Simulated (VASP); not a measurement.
A run of VASP 6.6.1 is set up as follows.

Contents of INCAR:

```
PREC     = Accurate       # precision mode
ENCUT    = 600            # plane-wave cutoff, eV
EDIFF    = 1E-7           # SCF threshold, eV
ISMEAR   = 0              # smearing method
SIGMA    = 0.1            # smearing width, eV
LREAL    = False          # projectors in reciprocal space
LASPH    = True           # aspherical terms in the spheres
NELM     = 100            # most SCF steps
ALGO     = Normal         # electronic algorithm
ISIF     = 3              # what is computed and relaxed
LWAVE    = False          # write WAVECAR
LCHARG   = False          # write CHGCAR
GGA      = PE             # functional
IBRION   = 2              # ionic algorithm
NSW      = 100            # ionic steps
EDIFFG   = -0.01          # ionic threshold
```

File KPOINTS:

```
Automatic mesh
0
Gamma
  12 12 8
```

The input POSCAR:

```
Hf3C2
1.0
    4.4115563409      0.0000000000      0.0000000000
   -2.2057781705      3.8205198615      0.0000000000
    0.0000000000      0.0000000000      5.5653428069
Hf C
3 2
Direct
    0.3333333333      0.6666666667      0.7138403427
    0.6666666667      0.3333333333      0.7138403427
    0.0000000000      0.0000000000      0.2457595365
    0.0000000000      0.0000000000      0.6225010295
    0.0000000000      0.0000000000      0.8686037085
```

Potentials or basis: VASP PAW PBE potentials, release 64 (Hf_pv, C).

The run is started by

```sh
$ cat potpaw_PBE.64/Hf_pv/POTCAR potpaw_PBE.64/C/POTCAR > POTCAR
$ mpirun -np 1 vasp_std > vasp.out
```

(1) What does it give for the band gap on the k mesh?

(2) Predict the relaxed volume.

(3) Estimate the relaxed cell.

(4) Estimate the space group after relaxing (to 0.05 Å).

Answers

(1) zero (band 19 reaches 4.90 eV, above the bottom of band 20 at 3.50 eV).

(2) 18.71 Å³/atom.

(3) a = 4.412 Å, b = 4.412 Å, c = 5.551 Å, α = 90.00°, β = 90.00°, γ = 120.00°.

(4) P6/mmm (No. 191).

Caveat: spin-orbit coupling is left out, which moves the levels of the heavy elements.
